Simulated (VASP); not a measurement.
Set up this calculation in VASP 6.6.1, as the native input.

* Task: single point
* Functional: LDA
* Potentials or basis: VASP PAW LDA potentials, release 64 (Ca_sv, Y_sv)
* Cutoff: 520 eV
* k mesh: 2 × 2 × 2
* Occupations: fermi-dirac, width 0.1 eV
* Spin: no spin polarisation
* Dipole correction: no
* Further INCAR settings: ALGO = Normal; EDIFF = 1e-06; NBANDS = 18

The structure of CaY lies in POSCAR:

```
CaY
1.0
    3.5370980000      0.0000000000      0.0000000000
   -1.3278433296      3.2783981384      0.0000000000
   -0.0168828550     -0.0250531191      6.1761331120
Ca Y
1 1
Direct
    0.0000000000      0.0000000000      0.0000000000
    0.5000000000      0.5000000000      0.5000000000
```

The input as run:

INCAR

```
SYSTEM = CaY
PREC = Accurate
ENCUT = 520
EDIFF = 1E-6
ISMEAR = -1
SIGMA = 0.1
LREAL = .FALSE.
LASPH = .TRUE.
NELM = 80
ALGO = Normal
ISIF = 2
LWAVE = .FALSE.
LCHARG = .FALSE.
NBANDS = 18
```

KPOINTS

```
Automatic mesh
0
G
  2 2 2
  0 0 0
```

Potentials or basis: VASP PAW LDA potentials, release 64 (Ca_sv, Y_sv).

The run is started by

```bash
$ cat potpaw_LDA.64/Ca_sv/POTCAR potpaw_LDA.64/Y_sv/POTCAR > POTCAR
$ mpirun -np 1 vasp_std > vasp.out
```

It gave:

The pressure is -7.1 GPa.

Caveat: the k points lie up to 0.96 Å⁻¹ apart.

It took 5.8 s on 1 thread of AMD EPYC 9R45 (Zen 5) (shared host), peak memory 0.13 GiB.
